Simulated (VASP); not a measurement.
# InCu2 (P6_3/mmc) in VASP: single point with LDA

Aim: the single point of InCu2 with LDA.

Everything below comes from runs of VASP 6.6.1. Logs are shortened: lines on timing, memory, paths and dates and some standing lists are left out, and cuts for length are marked.

## 1. The cell of the first run

Symmetry: P6_3/mmc, No. 194, hexagonal system. The conventional cell has a = 4.294 Å, b = 4.294 Å, c = 5.233 Å, α = 90.00°, β = 90.00°, γ = 120.00°. Within 3.3 Å of In (site symmetry -6m2) lie 11 Cu at 2.48 to 2.80 Å. Cu (site symmetry -6m2) has 5 In at 2.48 to 2.62 Å and 6 Cu at 2.80 Å within 3.3 Å. Within 3.5 Å of Cu (site symmetry -3m) lie 8 Cu at 2.62 to 2.80 Å and 6 In at 2.80 Å.

## 2. Single point, LDA

INCAR

```
SYSTEM = InCu2
  PREC = Accurate
  ENCUT = 520
  EDIFF = 1E-6
  ISMEAR = -1
  SIGMA = 0.1
  LREAL = .False.
  LASPH = .True.
  NELM = 80
  ALGO = Normal
  ISIF = 2
  LWAVE = .False.
  LCHARG = .False.
  GGA = CA
  NBANDS = 44
```

KPOINTS

```
regular mesh
0
Gamma
  7 7 5
  0 0 0
```

POSCAR

```
InCu2
1.0
    4.2943000000      0.0000000000      0.0000000000
   -2.1471500000      3.7189730000      0.0000000000
    0.0000000000      0.0000000000      5.2328000000
In Cu
2 4
Direct
    0.3333333333      0.6666666667      0.7500000000
    0.6666666667      0.3333333333      0.2500000000
    0.3333333333      0.6666666667      0.2500000000
    0.6666666667      0.3333333333      0.7500000000
    0.0000000000      0.0000000000      0.0000000000
    0.0000000000      0.0000000000      0.5000000000
```

Potentials or basis: VASP PAW LDA potentials, release 64 (In_d, Cu).

Started as:

```bash
$ cat potpaw_LDA.64/In_d/POTCAR potpaw_LDA.64/Cu/POTCAR > POTCAR
$ mpirun -np 1 vasp_std > vasp.out
```

OUTCAR:

```text
SYSTEM = InCu2
   PREC = Accurate
   ENCUT = 520
   EDIFF = 1E-6
   ISMEAR = -1
   LREAL = .False.
   LASPH = .True.
   NELM = 80
   ISIF = 2
   GGA = CA

 ion  position               nearest neighbor table
   1  0.333  0.667  0.750-   4 2.48   4 2.48   4 2.48   3 2.62   3 2.62   5 2.80   6 2.80   6 2.80
                             5 2.80   6 2.80   5 2.80   2 3.60   2 3.60   2 3.60   2 3.60   2 3.60
   2  0.667  0.333  0.250-   3 2.48   3 2.48   3 2.48   4 2.62   4 2.62   5 2.80   6 2.80   5 2.80
                             6 2.80   5 2.80   6 2.80   1 3.60   1 3.60   1 3.60   1 3.60   1 3.60
   3  0.333  0.667  0.250-   2 2.48   2 2.48   2 2.48   1 2.62   1 2.62
   4  0.667  0.333  0.750-   1 2.48   1 2.48   1 2.48   2 2.62   2 2.62
   5  0.000  0.000  0.000-   6 2.62   6 2.62   1 2.80   2 2.80   2 2.80   1 2.80   2 2.80   1 2.80

   6  0.000  0.000  0.500-   5 2.62   5 2.62   1 2.80   2 2.80   2 2.80   1 2.80   2 2.80   1 2.80

  LATTYP: Found a hexagonal cell.
 ALAT       =     4.2943000000
 C/A-ratio  =     1.2185455138

  Lattice vectors:

 A1 = (   4.2943000000,   0.0000000000,   0.0000000000)
 A2 = (  -2.1471500000,   3.7189730000,   0.0000000000)
 A3 = (   0.0000000000,   0.0000000000,   5.2328000000)

Analysis of symmetry for initial positions (statically):
=====================================================================
 Subroutine PRICEL returns:
 Original cell was already a primitive cell.

 Routine SETGRP: Setting up the symmetry group for a
 hexagonal supercell.

 Subroutine GETGRP returns: Found 24 space group operations
 (whereof 12 operations were pure point group operations)
 out of a pool of 24 trial point group operations.

The static configuration has the point symmetry D_3d.
 The point group associated with its full space group is D_6h.

Analysis of symmetry for dynamics (positions and initial velocities):
=====================================================================
 Subroutine PRICEL returns:
 Original cell was already a primitive cell.

 Routine SETGRP: Setting up the symmetry group for a
 hexagonal supercell.

 Subroutine GETGRP returns: Found 24 space group operations
 (whereof 12 operations were pure point group operations)
 out of a pool of 24 trial point group operations.

The dynamic configuration has the point symmetry D_3d.
 The point group associated with its full space group is D_6h.

 Subroutine INISYM returns: Found 24 space group operations
 (whereof 12 operations are pure point group operations),
 and found     1 'primitive' translations

----------------------------------------------------------------------------------------

                                     Primitive cell

  volume of cell :      83.5698

  direct lattice vectors                    reciprocal lattice vectors
     4.294300000  0.000000000  0.000000000     0.232866823  0.134445719  0.000000000
    -2.147150000  3.718973000  0.000000000     0.000000000  0.268891439  0.000000000
     0.000000000  0.000000000  5.232800000     0.000000000  0.000000000  0.191102278

  length of vectors
     4.294300000  4.294300094  5.232800000     0.268891444  0.268891439  0.191102278

  position of ions in fractional coordinates (direct lattice)
     0.333333333  0.666666667  0.750000000
     0.666666667  0.333333333  0.250000000
     0.333333333  0.666666667  0.250000000
     0.666666667  0.333333333  0.750000000
     0.000000000  0.000000000  0.000000000
     0.000000000  0.000000000  0.500000000

  ion indices of the primitive-cell ions
   primitive index   ion index
                 1           1
                 2           2
                 3           3
                 4           4
                 5           5
                 6           6

----------------------------------------------------------------------------------------

 KPOINTS: regular mesh

Automatic generation of k-mesh.
 Grid dimensions read from file:
 generate k-points for:    7    7    5

 Generating k-lattice:

  Cartesian coordinates                     Fractional coordinates (reciprocal lattice)
     0.033266689  0.019206531  0.000000000     0.142857143  0.000000000  0.000000000
     0.000000000  0.038413063  0.000000000     0.000000000  0.142857143  0.000000000
     0.000000000  0.000000000  0.038220456     0.000000000  0.000000000  0.200000000

  Length of vectors
     0.038413063  0.038413063  0.038220456

  Shift w.r.t. Gamma in fractional coordinates (k-lattice)
     0.000000000  0.000000000  0.000000000

 Subroutine IBZKPT returns following result:
 ===========================================

 Found     24 irreducible k-points:

 Following reciprocal coordinates:
            Coordinates               Weight
  0.000000  0.000000  0.000000      1.000000
  0.142857  0.000000  0.000000      6.000000
  0.285714  0.000000  0.000000      6.000000
  0.428571  0.000000  0.000000      6.000000
  0.142857  0.142857  0.000000      6.000000
  0.285714  0.142857  0.000000     12.000000
[... 16 lines left out ...]
  0.428571  0.142857  0.400000     12.000000
  0.285714  0.285714  0.400000     12.000000
   k-points           NKPTS =     24   k-points in BZ     NKDIM =     24   number of bands    NBANDS=     44
   number of dos      NEDOS =    301   number of ions     NIONS =      6
   total plane-waves  NPLWV =  40960
   dimension x,y,z NGX =    32 NGY =   32 NGZ =   40
   dimension x,y,z NGXF=    64 NGYF=   64 NGZF=   80
   ions per type =               2   4
   NGX,Y,Z   is equivalent  to a cutoff of  12.39, 12.39, 12.71 a.u.
   NGXF,Y,Z  is equivalent  to a cutoff of  24.78, 24.78, 25.42 a.u.
 SYSTEM =  InCu2
   PREC   = accura    normal or accurate (medium, high low for compatibility)
   ISTART =      0    job   : 0-new  1-cont  2-samecut
   ICHARG =      2    charge: 1-file 2-atom 10-const
   ISPIN  =      1    spin polarized calculation?
   LNONCOLLINEAR =      F non collinear calculations
   LSORBIT =      F    spin-orbit coupling
   LASPH  =      T    aspherical Exc in radial PAW
   ENCUT  =  520.0 eV  38.22 Ry    6.18 a.u.   7.98  7.98  9.73*2*pi/ulx,y,z
   NELM   =     80;   NELMIN=  2; NELMDL= -5     # of ELM steps
   EDIFF  = 0.1E-05   stopping-criterion for ELM
   LREAL  =      F    real-space projection
   EDIFFG = 0.1E-04   stopping-criterion for IOM
   NSW    =      0    number of steps for IOM
   IBRION =     -1    ionic relax: 0-MD 1-quasi-New 2-CG
   NFREE  =      0    steps in history (QN), initial steepest desc. (CG)
   ISIF   =      2    stress and relaxation
   ISYM   =      2    0-nonsym 1-usesym 2-fastsym
   POTIM  = 0.5000    time-step for ionic-motion
   TEBEG  =    0.0;   TEEND  =   0.0 temperature during run
   PSTRESS=    0.0 pullay stress
   NELECT =      70.0000    total number of electrons
   NUPDOWN=      -1.0000    fix difference up-down
   EMIN   =  10.00;   EMAX   =-10.00  energy-range for DOS
   EFERMI =   0.00;   METHOD = LEGACY
   ISMEAR =    -1;   SIGMA  =   0.10  broadening in eV -4-tet -1-fermi 0-gaus
   EFERMI_NEDOS =   21; number of points for ismear=-14 and -15
   IALGO  =     38    algorithm
   IMIX   =      4    mixing-type and parameters
     AMIX     =   0.40;   BMIX     =  1.00
     AMIX_MAG =   1.60;   BMIX_MAG =  1.00
  volume/ion in A,a.u.               =      13.93        93.99
  Fermi-wavevector in a.u.,A,eV,Ry     =   1.543208  2.916239 32.402131  2.381489
  Thomas-Fermi vector in A             =   2.648903
   LORBIT       =      0    0 simple, 1 ext, 2 COOP (PROOUT), +10 PAW based schemes
   GGA     = CA    functional components
   LHFCALC =     F    Hartree Fock is set to
   AEXX    =    0.0000 exact exchange contribution
   IVDW    =     0    specifies the selected vdW correction
   LEPSILON=     F    determine dielectric tensor
   LRPA    =     F    only Hartree local field effects (RPA)
 non-spin polarized calculation
  energy-cutoff  :      520.00
  volume of cell :       83.57
 maximum number of plane-waves:      2263
 NGX is ok and might be reduce to    32
   NGX = 15   NGY = 15   NGZ = 19

 number of electron      70.0000038 magnetization

 Free energy of the ion-electron system (eV)
  ---------------------------------------------------
  ext. energy  EPLUGINS =         0.00000000
  ---------------------------------------------------
  free energy    TOTEN  =       -24.86719759 eV

  energy without entropy =      -24.82996709  energy(sigma->0) =      -24.84858234

 E-fermi :   9.7896     XC(G=0): -12.7946

 val. band max:        9.7333875021   @ k =   0.2857   0.0000   0.4000
 cond. band min:       9.8335073780   @ k =   0.1429   0.1429   0.4000
 fundamental gap:      0.1001198759
 Fermi energy:         9.7896244580

 k-point     1 :       0.0000    0.0000    0.0000
  band No.  band energies     occupation
      1      -5.2780      2.00000
      2      -5.1517      2.00000
      3      -5.1517      2.00000
      4      -5.1496      2.00000
      5      -5.1256      2.00000
      6      -5.1256      2.00000
[... 36 lines left out ...]
     43      16.4836      0.00000
     44      16.6149      0.00000

 k-point     2 :       0.1429    0.0000    0.0000
  band No.  band energies     occupation
      1      -5.2732      2.00000
      2      -5.1669      2.00000
      3      -5.1594      2.00000
      4      -5.1487      2.00000
      5      -5.1237      2.00000
      6      -5.1209      2.00000
[... 36 lines left out ...]
     43      15.4118      0.00000
     44      15.9235      0.00000

 k-point     3 :       0.2857    0.0000    0.0000
  band No.  band energies     occupation
      1      -5.2699      2.00000
      2      -5.1872      2.00000
      3      -5.1753      2.00000
      4      -5.1491      2.00000
      5      -5.1128      2.00000
      6      -5.1119      2.00000
[... 976 lines left out ...]
     43      17.9432      0.00000
     44      18.9671      0.00000

 k-point    24 :       0.2857    0.2857    0.4000
  band No.  band energies     occupation
      1      -5.1797      2.00000
      2      -5.1631      2.00000
      3      -5.1531      2.00000
      4      -5.1287      2.00000
      5      -5.1150      2.00000
      6      -5.1082      2.00000
[... 36 lines left out ...]
     43      17.1143      0.00000
     44      17.6118      0.00000

------------------------ aborting loop because EDIFF is reached ----------------------------------------

  FORCE on cell =-STRESS in cart. coord.  units (eV):
  Direction    XX          YY          ZZ          XY          YZ          ZX
  --------------------------------------------------------------------------------------
  -------------------------------------------------------------------------------------
  Total        1.6491614      1.6491615      0.5853864      0.0000000     -0.0000000     -0.0000000
  in kB       31.6172579     31.6172597     11.2228640      0.0000000     -0.0000000     -0.0000000
  external PRESSURE =      24.8191272 kB  Pullay stress =       0.0000000 kB

 VOLUME and BASIS-vectors are now :
 -----------------------------------------------------------------------------
  energy-cutoff  :      520.00
  volume of cell :       83.57
      direct lattice vectors                 reciprocal lattice vectors
     4.294300000  0.000000000  0.000000000     0.232866823  0.134445719  0.000000000
    -2.147150000  3.718973000  0.000000000     0.000000000  0.268891439  0.000000000
     0.000000000  0.000000000  5.232800000     0.000000000  0.000000000  0.191102278

 POSITION                                       TOTAL-FORCE (eV/Angst)
 -----------------------------------------------------------------------------------
     -0.00000      2.47932      3.92460        -0.000000      0.000000      0.000000
      2.14715      1.23966      1.30820         0.000000      0.000000      0.000000
     -0.00000      2.47932      1.30820         0.000000      0.000000      0.000000
      2.14715      1.23966      3.92460        -0.000000     -0.000000      0.000000
      0.00000      0.00000      0.00000         0.000000      0.000000      0.000000
      0.00000      0.00000      2.61640         0.000000      0.000000      0.000000
 -----------------------------------------------------------------------------------
    total drift:                                0.000000     -0.000000      0.000000

  FREE ENERGIE OF THE ION-ELECTRON SYSTEM (eV)
  ---------------------------------------------------
  free  energy   TOTEN  =       -24.8671975859 eV

  energy  without entropy=      -24.8299670868  energy(sigma->0) =      -24.84858234
```

It took 98 s on 1 thread of Intel Xeon Platinum 8259CL at 2.50GHz (Skylake/Cascade Lake), shared host; peak memory 0.2 GiB.

What came out:

- Free energy: -24.8672 eV
- Pressure: 2.5 GPa
- Band gap on the k mesh: zero (band 35 reaches 12.28 eV, above the bottom of band 36 at 7.87 eV)

Caveat: spin-orbit coupling is left out, which moves the levels of the heavy elements.
